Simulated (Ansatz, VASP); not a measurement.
# Al3GaN4 in VASP and in Ansatz

```
Al Ga N
1.0
     4.40699    0.00000    0.19281
     0.00000    4.40699    0.00000
     0.19281    0.00000    4.40699
Al Ga N
3 1 4
Direct
  0.50000 0.50000 0.00000
  0.50000 0.00000 0.50000
  0.00000 0.50000 0.50000
  0.00000 0.00000 0.00000
  0.74471 0.74471 0.25529
  0.74471 0.25529 0.74471
  0.25529 0.74471 0.74471
  0.25529 0.25529 0.25529
```

Change from the starting cell: strain +0.0875 x Voigt [0, 0, 0, 0, 1, 0], atoms carried along.

Alike in both runs: task single point; functional PBEsol; k mesh 6 × 6 × 6; occupations gaussian, width 0.05 eV; no spin polarisation.

|  | VASP | Ansatz |
| --- | --- | --- |
| version | VASP 6.6.1 | Ansatz 0.2.0 |
| potentials or method | VASP PAW PBE potentials, release 64 (Al, Ga_d, N), cutoff 520 eV | scalar-relativistic, plane waves, PAW |
| valence electrons in the cell | 42 | 42 |

|  | VASP | Ansatz | Ansatz less VASP |
| --- | --- | --- | --- |
| gap on the k mesh at the Fermi level (eV) | 2.88 | 2.88 | +0.007 |
| least direct gap on the mesh (eV) | 2.88 | 2.88 | +0.007 |
| pressure (GPa) | 1.9 | 2.0 | +0.05 |
| traceless stress, the component that is largest in VASP (GPa) | -18.97 | -18.80 | +0.174 |
| rms of the force components (eV/Å) | 0.463 | 0.458 | -0.0047 |

VASP's potentials were made for PBE, not for PBEsol. Atom by atom the forces differ by 0.010 eV/Å (rms over components).
